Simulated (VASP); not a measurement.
# SiC (F-43m) in VASP: a series of runs

Runs on SiC. Level: LDA. Tasks: single point.

All numbers are computed with VASP 6.6.1; they aren't measurements. Logs are shortened: lines on timing, memory, paths and dates and some standing lists are left out, and cuts for length are marked.

### Step 1. The cell of the first run

Symmetry: F-43m, No. 216, cubic system. Conventional cell: a = 4.295 Å, b = 4.295 Å, c = 4.295 Å, α = 90.00°, β = 90.00°, γ = 90.00°. Si (site symmetry -43m) has 4 C at 1.86 Å within 2.5 Å. C (site symmetry -43m) has 4 Si at 1.86 Å within 2.5 Å.

### Step 2. Single point, LDA

INCAR reads:

```
SYSTEM = SiC
PREC     = Accurate       ! precision mode
ENCUT    = 520            ! plane-wave cutoff, eV
EDIFF    = 1E-6           ! SCF threshold, eV
ISMEAR   = 0              ! smearing method
SIGMA    = 0.05           ! smearing width, eV
LREAL    = .False.        ! projectors in reciprocal space
LASPH    = .True.         ! aspherical terms in the spheres
NELM     = 80             ! most SCF steps
ALGO     = Normal         ! electronic algorithm
ISIF     = 2              ! what is computed and relaxed
LWAVE    = .False.        ! write WAVECAR
LCHARG   = .False.        ! write CHGCAR
NBANDS   = 11             ! bands
```

KPOINTS reads:

```
regular mesh
0
Gamma
  8 8 8
  0 0 0
```

POSCAR reads:

```
SiC
1.0
    0.0000000000      2.1477430014      2.1477430014
    2.1477430014      0.0000000000      2.1477430014
    2.1477430014      2.1477430014      0.0000000000
Si C
1 1
Direct
    0.0000000000      0.0000000000      0.0000000000
    0.2500000000      0.2500000000      0.2500000000
```

Potentials or basis: VASP PAW LDA potentials, release 64 (Si, C).

Run with:

```sh
$ cat potpaw_LDA.64/Si/POTCAR potpaw_LDA.64/C/POTCAR > POTCAR
$ mpirun -np 1 vasp_std > vasp.out
```

OUTCAR:

```text
SYSTEM = SiC
   PREC = Accurate
   ENCUT = 520
   EDIFF = 1E-6
   ISMEAR = 0
   LREAL = .False.
   LASPH = .True.
   NELM = 80
   ISIF = 2

 ion  position               nearest neighbor table
   1  0.000  0.000  0.000-   2 1.86   2 1.86   2 1.86   2 1.86
   2  0.250  0.250  0.250-   1 1.86   1 1.86   1 1.86   1 1.86

  LATTYP: Found a face centered cubic cell.
 ALAT       =     4.2954860028

  Lattice vectors:

 A1 = (   0.0000000000,   2.1477430014,   2.1477430014)
 A2 = (   2.1477430014,   0.0000000000,   2.1477430014)
 A3 = (   2.1477430014,   2.1477430014,   0.0000000000)

Analysis of symmetry for initial positions (statically):
=====================================================================
 Subroutine PRICEL returns:
 Original cell was already a primitive cell.

 Routine SETGRP: Setting up the symmetry group for a
 face centered cubic supercell.

 Subroutine GETGRP returns: Found 24 space group operations
 (whereof 24 operations were pure point group operations)
 out of a pool of 48 trial point group operations.

The static configuration has the point symmetry T_d .

Analysis of symmetry for dynamics (positions and initial velocities):
=====================================================================
 Subroutine PRICEL returns:
 Original cell was already a primitive cell.

 Routine SETGRP: Setting up the symmetry group for a
 face centered cubic supercell.

 Subroutine GETGRP returns: Found 24 space group operations
 (whereof 24 operations were pure point group operations)
 out of a pool of 48 trial point group operations.

The dynamic configuration has the point symmetry T_d .

 Subroutine INISYM returns: Found 24 space group operations
 (whereof 24 operations are pure point group operations),
 and found     1 'primitive' translations

----------------------------------------------------------------------------------------

                                     Primitive cell

  volume of cell :      19.8142

  direct lattice vectors                    reciprocal lattice vectors
     0.000000000  2.147743001  2.147743001    -0.232802528  0.232802528  0.232802528
     2.147743001  0.000000000  2.147743001     0.232802528 -0.232802528  0.232802528
     2.147743001  2.147743001  0.000000000     0.232802528  0.232802528 -0.232802528

  length of vectors
     3.037367281  3.037367281  3.037367281     0.403225806  0.403225806  0.403225806

  position of ions in fractional coordinates (direct lattice)
     0.000000000  0.000000000  0.000000000
     0.250000000  0.250000000  0.250000000

  ion indices of the primitive-cell ions
   primitive index   ion index
                 1           1
                 2           2

----------------------------------------------------------------------------------------

 KPOINTS: regular mesh

Automatic generation of k-mesh.
 Grid dimensions read from file:
 generate k-points for:    8    8    8

 Generating k-lattice:

  Cartesian coordinates                     Fractional coordinates (reciprocal lattice)
    -0.029100316  0.029100316  0.029100316     0.125000000  0.000000000  0.000000000
     0.029100316 -0.029100316  0.029100316     0.000000000  0.125000000  0.000000000
     0.029100316  0.029100316 -0.029100316     0.000000000  0.000000000  0.125000000

  Length of vectors
     0.050403226  0.050403226  0.050403226

  Shift w.r.t. Gamma in fractional coordinates (k-lattice)
     0.000000000  0.000000000  0.000000000

 Subroutine IBZKPT returns following result:
 ===========================================

 Found     29 irreducible k-points:

 Following reciprocal coordinates:
            Coordinates               Weight
  0.000000  0.000000  0.000000      1.000000
  0.125000  0.000000  0.000000      8.000000
  0.250000  0.000000  0.000000      8.000000
  0.375000  0.000000  0.000000      8.000000
  0.500000  0.000000  0.000000      4.000000
  0.125000  0.125000  0.000000      6.000000
[... 16 lines left out ...]
  0.500000  0.250000  0.125000     48.000000
 -0.375000  0.250000  0.125000     24.000000
 [... further k-points ...]
   k-points           NKPTS =     29   k-points in BZ     NKDIM =     29   number of bands    NBANDS=     11
   number of dos      NEDOS =    301   number of ions     NIONS =      2
   total plane-waves  NPLWV =  13824
   dimension x,y,z NGX =    24 NGY =   24 NGZ =   24
   dimension x,y,z NGXF=    48 NGYF=   48 NGZF=   48
   ions per type =               1   1
   NGX,Y,Z   is equivalent  to a cutoff of  13.14, 13.14, 13.14 a.u.
   NGXF,Y,Z  is equivalent  to a cutoff of  26.27, 26.27, 26.27 a.u.
 SYSTEM =  SiC
   PREC   = accura    normal or accurate (medium, high low for compatibility)
   ISTART =      0    job   : 0-new  1-cont  2-samecut
   ICHARG =      2    charge: 1-file 2-atom 10-const
   ISPIN  =      1    spin polarized calculation?
   LNONCOLLINEAR =      F non collinear calculations
   LSORBIT =      F    spin-orbit coupling
   LASPH  =      T    aspherical Exc in radial PAW
   ENCUT  =  520.0 eV  38.22 Ry    6.18 a.u.   5.65  5.65  5.65*2*pi/ulx,y,z
   NELM   =     80;   NELMIN=  2; NELMDL= -5     # of ELM steps
   EDIFF  = 0.1E-05   stopping-criterion for ELM
   LREAL  =      F    real-space projection
   EDIFFG = 0.1E-04   stopping-criterion for IOM
   NSW    =      0    number of steps for IOM
   IBRION =     -1    ionic relax: 0-MD 1-quasi-New 2-CG
   NFREE  =      0    steps in history (QN), initial steepest desc. (CG)
   ISIF   =      2    stress and relaxation
   ISYM   =      2    0-nonsym 1-usesym 2-fastsym
   POTIM  = 0.5000    time-step for ionic-motion
   TEBEG  =    0.0;   TEEND  =   0.0 temperature during run
   PSTRESS=    0.0 pullay stress
   NELECT =       8.0000    total number of electrons
   NUPDOWN=      -1.0000    fix difference up-down
   EMIN   =  10.00;   EMAX   =-10.00  energy-range for DOS
   EFERMI =   0.00;   METHOD = LEGACY
   ISMEAR =     0;   SIGMA  =   0.05  broadening in eV -4-tet -1-fermi 0-gaus
   EFERMI_NEDOS =   21; number of points for ismear=-14 and -15
   IALGO  =     38    algorithm
   IMIX   =      4    mixing-type and parameters
     AMIX     =   0.40;   BMIX     =  1.00
     AMIX_MAG =   1.60;   BMIX_MAG =  1.00
  volume/ion in A,a.u.               =       9.91        66.86
  Fermi-wavevector in a.u.,A,eV,Ry     =   1.209983  2.286536 19.919722  1.464058
  Thomas-Fermi vector in A             =   2.345543
   LORBIT       =      0    0 simple, 1 ext, 2 COOP (PROOUT), +10 PAW based schemes
   GGA     = CA    functional components
   LHFCALC =     F    Hartree Fock is set to
   AEXX    =    0.0000 exact exchange contribution
   IVDW    =     0    specifies the selected vdW correction
   LEPSILON=     F    determine dielectric tensor
   LRPA    =     F    only Hartree local field effects (RPA)
 non-spin polarized calculation
 Gauss-broadening in eV      SIGMA  =   0.05
  energy-cutoff  :      520.00
  volume of cell :       19.81
 maximum number of plane-waves:       544
   NGX = 11   NGY = 11   NGZ = 11

 number of electron       7.9999999 magnetization

 Free energy of the ion-electron system (eV)
  ---------------------------------------------------
  ext. energy  EPLUGINS =         0.00000000
  ---------------------------------------------------
  free energy    TOTEN  =       -16.63194977 eV

  energy without entropy =      -16.63194977  energy(sigma->0) =      -16.63194977

 E-fermi :   8.8398     XC(G=0): -11.7419

 val. band max:        8.5632408288   @ k =   0.0000   0.0000   0.0000
 cond. band min:       9.8287158668   @ k =   0.5000   0.5000   0.0000
 fundamental gap:      1.2654750380
 Fermi energy:         8.8397558146

 k-point     1 :       0.0000    0.0000    0.0000
  band No.  band energies     occupation
      1      -7.0959      2.00000
      2       8.5632      2.00000
      3       8.5632      2.00000
      4       8.5632      2.00000
      5      15.3680      0.00000
      6      16.0576      0.00000
      7      16.0576      0.00000
      8      16.0576      0.00000
      9      23.2758      0.00000
     10      23.2758      0.00000
     11      25.4148      0.00000

 k-point     2 :       0.1250    0.0000    0.0000
  band No.  band energies     occupation
      1      -6.7795      2.00000
      2       7.0799      2.00000
      3       8.3597      2.00000
      4       8.3597      2.00000
      5      15.4219      0.00000
      6      16.4153      0.00000
      7      16.4153      0.00000
      8      16.7271      0.00000
      9      21.9945      0.00000
     10      21.9945      0.00000
     11      24.7781      0.00000

 k-point     3 :       0.2500    0.0000    0.0000
  band No.  band energies     occupation
      1      -5.8519      2.00000
      2       4.2154      2.00000
      3       7.9499      2.00000
      4       7.9499      2.00000
      5      14.8894      0.00000
      6      16.6315      0.00000
      7      16.6315      0.00000
      8      18.2063      0.00000
      9      21.8376      0.00000
     10      21.8376      0.00000
     11      23.9097      0.00000

 k-point     4 :       0.3750    0.0000    0.0000
  band No.  band energies     occupation
      1      -4.4258      2.00000
      2       1.3789      2.00000
      3       7.6196      2.00000
      4       7.6196      2.00000
      5      14.4858      0.00000
      6      16.1426      0.00000
      7      16.1426      0.00000
      8      18.7418      0.00000
      9      23.9090      0.00000
     10      23.9090      0.00000
     11      24.3754      0.00000
[... 239 lines left out ...]
 k-point    22 :       0.3750    0.2500    0.1250
  band No.  band energies     occupation
      1      -5.0446      2.00000
      2       4.0705      2.00000
      3       5.6173      2.00000
      4       7.2708      2.00000
      5      13.9904      0.00000
      6      16.3709      0.00000
      7      17.2865      0.00000
      8      18.8714      0.00000
      9      21.0567      0.00000
     10      24.8049      0.00000
     11      28.3089      0.00000

 k-point    23 :       0.5000    0.2500    0.1250
  band No.  band energies     occupation
      1      -3.6700      2.00000
      2       1.9443      2.00000
      3       4.8842      2.00000
      4       6.5891      2.00000
      5      13.8845      0.00000
      6      16.3734      0.00000
      7      17.9950      0.00000
      8      19.2478      0.00000
      9      22.2014      0.00000
     10      25.3241      0.00000
     11      28.2581      0.00000

 k-point    24 :      -0.3750    0.2500    0.1250
  band No.  band energies     occupation
      1      -2.6317      2.00000
      2       0.5198      2.00000
      3       4.7869      2.00000
      4       6.2320      2.00000
      5      13.8126      0.00000
      6      16.0623      0.00000
      7      18.9472      0.00000
      8      19.8083      0.00000
      9      22.2522      0.00000
     10      25.0362      0.00000
     11      28.2268      0.00000

 [... further k-points ...]
[... 5 lines left out ...]
  --------------------------------------------------------------------------------------
  -------------------------------------------------------------------------------------
  Total        0.7459985      0.7459985      0.7459985     -0.0000000     -0.0000000     -0.0000000
  in kB       60.3214304     60.3214304     60.3214304     -0.0000000     -0.0000000     -0.0000000
  external PRESSURE =      60.3214304 kB  Pullay stress =       0.0000000 kB

 VOLUME and BASIS-vectors are now :
 -----------------------------------------------------------------------------
  energy-cutoff  :      520.00
  volume of cell :       19.81
      direct lattice vectors                 reciprocal lattice vectors
     0.000000000  2.147743001  2.147743001    -0.232802528  0.232802528  0.232802528
     2.147743001  0.000000000  2.147743001     0.232802528 -0.232802528  0.232802528
     2.147743001  2.147743001  0.000000000     0.232802528  0.232802528 -0.232802528

 POSITION                                       TOTAL-FORCE (eV/Angst)
 -----------------------------------------------------------------------------------
      0.00000      0.00000      0.00000        -0.000000     -0.000000     -0.000000
      1.07387      1.07387      1.07387         0.000000      0.000000      0.000000
 -----------------------------------------------------------------------------------
    total drift:                                0.000000      0.000000      0.000000

  FREE ENERGIE OF THE ION-ELECTRON SYSTEM (eV)
  ---------------------------------------------------
  free  energy   TOTEN  =       -16.6319497699 eV

  energy  without entropy=      -16.6319497699  energy(sigma->0) =      -16.63194977
```

It took 2.6 s on 1 thread of Intel Xeon Platinum 8488C (Sapphire Rapids), shared host; peak memory 0.12 GiB.

What came out:

```
Free energy            : -16.6319 eV
Pressure               : 6.0 GPa
Band gap on the k mesh : 1.27 eV, indirect (least direct gap 4.54 eV)
```

A k mesh can miss the band edges. Expect the measured gap to be larger: semilocal functionals such as LDA lack the derivative discontinuity.

### Step 3. Single point, LDA

This run uses another cell than the first one, of 10.37 Å³/atom, 1.047 times its volume.

INCAR reads:

```
SYSTEM = SiC
PREC = Accurate
ENCUT = 600
EDIFF = 1E-6
ISMEAR = 0
SIGMA = 0.05
LREAL = .False.
LASPH = .True.
NELM = 120
ALGO = Normal
ISIF = 2
LWAVE = .False.
LCHARG = .True.
LELF = .True.
LVHAR = .True.
NBANDS = 11
GGA_COMPAT = .False.
```

KPOINTS reads:

```
Automatic mesh
0
Gamma
  6 6 6
  0 0 0
```

POSCAR reads:

```
SiC
1.0
    0.0000000000      2.1806866552      2.1806866552
    2.1806866552      0.0000000000      2.1806866552
    2.1806866552      2.1806866552      0.0000000000
Si C
1 1
Direct
    0.0000000000      0.0000000000      0.0000000000
    0.2500000000      0.2500000000      0.2500000000
```

Potentials or basis: VASP PAW LDA potentials, release 64 (Si, C).

Run with:

```sh
$ cat potpaw_LDA.64/Si/POTCAR potpaw_LDA.64/C/POTCAR > POTCAR
$ mpirun -np 1 vasp_std > vasp.out
```

Run time: 15 s. Hardware: 1 thread of Intel Xeon 8259CL, shared host; peak memory 0.13 GiB.

The run converged. Its results:

| Item | Value |
| --- | --- |
| Free energy | -16.6278 eV |
| Pressure | -4.6 GPa |
| Band gap on the k mesh | 1.30 eV, indirect (least direct gap 4.49 eV) |

Levels at points of the mesh, in eV from the valence-band top:
```csv
k point,band 1,band 2,band 3,band 4,band 5,band 6,band 7,band 8
"(0.00, 0.00, 0.00)",-15.30,0.00,0.00,0.00,6.26,7.17,7.17,7.17
"(0.50, 0.00, 0.00)",-11.69,-8.55,-1.05,-1.05,5.37,7.11,7.11,9.90
"(0.50, 0.50, 0.00)",-10.21,-7.81,-3.19,-3.19,1.30,4.17,13.80,13.80
```

[end of part 1 of 2]
